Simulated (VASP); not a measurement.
Input of a VASP 6.6.1 run:

INCAR

```
PREC     = Accurate       # precision mode
ENCUT    = 520            # plane-wave cutoff, eV
EDIFF    = 1E-6           # SCF threshold, eV
ISMEAR   = 0              # smearing method
SIGMA    = 0.02           # smearing width, eV
LREAL    = F              # projectors in reciprocal space
LASPH    = T              # aspherical terms in the spheres
NELM     = 80             # most SCF steps
ALGO     = Normal         # electronic algorithm
ISIF     = 2              # what is computed and relaxed
LWAVE    = F              # write WAVECAR
LCHARG   = F              # write CHGCAR
GGA      = PS             # functional
IVDW     = 12             # dispersion correction
NBANDS   = 35             # bands
```

KPOINTS

```
regular mesh
0
Gamma
  12 12 4
```

The input POSCAR:

```
WS2
1.0
    3.1147089379      0.0000000000      0.0000000000
   -1.5573544689      2.6974170656      0.0000000000
    0.0000000000      0.0000000000     11.8942708026
W S
2 4
Direct
    0.3333333333      0.6666666667      0.7498307561
    0.6666666667      0.3333333333      0.2501692439
    0.3333333333      0.6666666667      0.1178404373
    0.6666666667      0.3333333333      0.6175034088
    0.3333333333      0.6666666667      0.3824965912
    0.6666666667      0.3333333333      0.8821595627
```

Potentials or basis: VASP PAW PBE potentials, release 64 (W_sv, S).

The run is started by

```sh
$ cat potpaw_PBE.64/W_sv/POTCAR potpaw_PBE.64/S/POTCAR > POTCAR
$ mpirun -np 1 vasp_std > vasp.out
```

(1) Predict the dispersion energy per atom.

(2) Estimate the band gap on the k mesh.

Answers

(1) -0.412 eV.

(2) 0.74 eV (least direct gap 1.94 eV).

Caveat: the cell differs from its parent crystal (strain along c alone, the other axes held: +1.0 %, then relaxed in part); spin-orbit coupling is left out, which moves the levels of the heavy elements.
